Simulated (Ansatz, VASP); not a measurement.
# One calculation of MgO, two programs

File INCAR:

```
PREC     = Accurate       # precision mode
ENCUT    = 520            # plane-wave cutoff, eV
EDIFF    = 1E-7           # SCF threshold, eV
ISMEAR   = 0              # smearing method
SIGMA    = 0.05           # smearing width, eV
LREAL    = False          # projectors in reciprocal space
LASPH    = True           # aspherical terms in the spheres
NELM     = 80             # most SCF steps
ALGO     = Normal         # electronic algorithm
ISIF     = 2              # what is computed and relaxed
LWAVE    = False          # write WAVECAR
LCHARG   = False          # write CHGCAR
GGA      = PS             # functional
NBANDS   = 16             # bands
```

Contents of KPOINTS:

```
Automatic mesh
0
Gamma
  9 9 6
```

File POSCAR:

```
MgO
1.0
    3.4863778627      0.0000000000      0.0000000000
   -1.7431889314      3.0192917963      0.0000000000
    0.0000000000      0.0000000000      3.8646881285
Mg O
2 2
Direct
    0.6666666667      0.3333333333      0.7500000000
    0.3333333333      0.6666666667      0.2500000000
    0.6666666667      0.3333333333      0.2500000000
    0.3333333333      0.6666666667      0.7500000000
```

Input for Ansatz:

```yaml
crystal:
  lattice:
    - [3.4863778627, 0.0, 0.0]
    - [-1.7431889314, 3.0192917963, 0.0]
    - [0.0, 0.0, 3.8646881285]
  atoms:
    - { symbol: Mg, position: [0.6666666667, 0.3333333333, 0.75] }
    - { symbol: Mg, position: [0.3333333333, 0.6666666667, 0.25] }
    - { symbol: O, position: [0.6666666667, 0.3333333333, 0.25] }
    - { symbol: O, position: [0.3333333333, 0.6666666667, 0.75] }
basis:
  ecutwfc: 420
kpoints:
  mp_grid: { grid: [9, 9, 6] }
hamiltonian:
  xc: pbesol
scf:
  occupations: { method: gaussian, width: 0.05 }
output:
  forces: true
  stress: true
  eigenvalues: true
```

Change from the starting cell: strain -0.0750 x Voigt [0, 0, 1, 0, 0, 0], atoms carried along.

Alike in both runs: task single point; functional PBEsol; k mesh 9 × 9 × 6; occupations gaussian, width 0.05 eV; no spin polarisation.

|  | VASP | Ansatz |
| --- | --- | --- |
| version | VASP 6.6.1 | Ansatz 0.2.0 |
| potentials or method | VASP PAW PBE potentials, release 64 (Mg, O), cutoff 520 eV | scalar-relativistic, plane waves, PAW |
| valence electrons in the cell | 16 | 32 |

Ansatz gave:

```
gap on the k mesh at the Fermi level (eV)                     : 3.75
least direct gap on the mesh (eV)                             : 3.75
pressure (GPa)                                                : 16.4
traceless stress, the component that is largest in VASP (GPa) : 17.48
```

**Question.** What did VASP give for the same quantities?

**Answer.** gap on the k mesh at the Fermi level (eV): 3.74; least direct gap on the mesh (eV): 3.74; pressure (GPa): 16.3; traceless stress, the component that is largest in VASP (GPa): 17.66.

VASP's potentials were made for PBE, not for PBEsol. VASP's potentials hold 16 valence electrons a cell and Ansatz's 32, so a difference there can come from the potentials and not from the codes.
